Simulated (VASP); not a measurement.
The system is Mg8S9 (a cell with a defect).

```
Mg S
1.0
     0.00000    5.65153    5.65153
     5.65153    0.00000    5.65153
     5.65153    5.65153    0.00000
Mg S
8 9
Direct
  0.01564 0.98938 0.00735
  0.51328 0.50772 0.49164
  0.00028 0.99284 0.50935
  0.50066 0.51780 0.99151
  0.99236 0.51195 0.00517
  0.50052 0.00174 0.50817
  0.49702 0.98982 0.00287
  0.99724 0.50133 0.50374
  0.14548 0.13983 0.10261
  0.62529 0.63324 0.47028
  0.11790 0.13283 0.63016
  0.61945 0.62346 0.11585
  0.13103 0.64082 0.12460
  0.62861 0.11097 0.62321
  0.62153 0.13190 0.11131
  0.11893 0.63386 0.61811
  0.62237 0.64847 0.75330
```

Base run:

- Program: VASP 6.6.1
- Functional: PBEsol
- Potentials or basis: VASP PAW PBE potentials, release 64 (Mg, S)
- Cutoff: 400 eV
- k mesh: 2 × 2 × 2, shifted
- Occupations: fermi-dirac, width 0.05 eV
- Spin: no spin polarisation

Its results: band gap on the k mesh 2.08 eV; pressure 14.7 GPa; largest force 36.152 eV/Å.

**Question.** The run is repeated on the same cell with these changes: dispersion from none to D3(BJ). What comes out?

**Answer.** Band gap on the k mesh 2.08 eV; pressure 12.8 GPa; largest force 36.155 eV/Å.

Dispersion adds attraction, which lowers the pressure at fixed volume and, as a term added to the energy, leaves the levels alone.

Caveats: atoms lie so close that the PAW spheres overlap strongly, which falsifies energies and pressures; the PAW data sets were made with another functional, which shifts forces and pressure a little; three body term missing (at least some runs).

A k mesh can miss the band edges.
